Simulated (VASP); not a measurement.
The system is Fe5Co3.

```xyz
8
Lattice="-2.7709 2.7709 2.7709 2.7709 -2.7709 2.7709 2.7709 2.7709 -2.7709" Properties=species:S:1:pos:R:3 pbc="T T T"
Fe    0.0000    0.0000    0.0000
Fe    1.3855    1.3855   -1.3855
Fe    1.3855   -1.3855    1.3855
Fe   -1.3855    1.3855    1.3855
Fe    1.3855    1.3855    1.3855
Co    2.7709    0.0000    0.0000
Co    0.0000    0.0000    2.7709
Co    0.0000    2.7709    0.0000
```

- Program: VASP 6.6.1
- Task: relaxation of cell and atoms
- Functional: PBE
- Potentials or basis: VASP PAW PBE potentials, release 64 (Fe, Co)
- Cutoff: 600 eV
- k mesh: 4 × 4 × 4
- Occupations: gaussian, width 0.1 eV
- Spin: collinear spin, ferromagnetic start
- Starting moments: [2.55, 2.9, 2.9, 2.9, 2.9, 1.98, 1.98, 1.98] μB

At the start: pressure 19.0 GPa; volume 10.64 Å³/atom.

**Question.** How do energy, volume and symmetry change on relaxing?

**Answer.** Over 3 steps the energy falls by 52.5 meV/atom and the volume is 11.61 Å³/atom (+9.1 %); space group Im-3m (No. 229, to 0.1 Å) before and after; moment 18.99 μB per cell.

Step by step:
| step | energy change (eV) | largest force (eV/Å) | pressure (GPa) | volume (Å³) |
| --- | --- | --- | --- | --- |
| 1 | 0.0000 | 0.0000 | 18.98 | 85.10 |
| 2 | -0.0043 | 0.0000 | -14.01 | 101.58 |
| 3 | -0.4200 | 0.0000 | -0.17 | 92.87 |

Final structure:
```cif
data_structure
_symmetry_space_group_name_H-M 'P 1'
_symmetry_Int_Tables_number 1
_cell_length_a 4.9412
_cell_length_b 4.9412
_cell_length_c 4.9412
_cell_angle_alpha 109.471
_cell_angle_beta 109.471
_cell_angle_gamma 109.471
_cell_volume 92.87
loop_
_atom_site_label
_atom_site_type_symbol
_atom_site_fract_x
_atom_site_fract_y
_atom_site_fract_z
_atom_site_occupancy
Fe1 Fe 0.00000 0.00000 0.00000 1
Fe2 Fe 0.00000 0.00000 0.50000 1
Fe3 Fe 0.00000 0.50000 0.00000 1
Fe4 Fe 0.50000 0.00000 0.00000 1
Fe5 Fe 0.50000 0.50000 0.50000 1
Co1 Co 0.00000 0.50000 0.50000 1
Co2 Co 0.50000 0.50000 0.00000 1
Co3 Co 0.50000 0.00000 0.50000 1
```

Caveat: the k points lie up to 0.39 Å⁻¹ apart in the final cell, too coarse for converged energies and pressures of a metal.
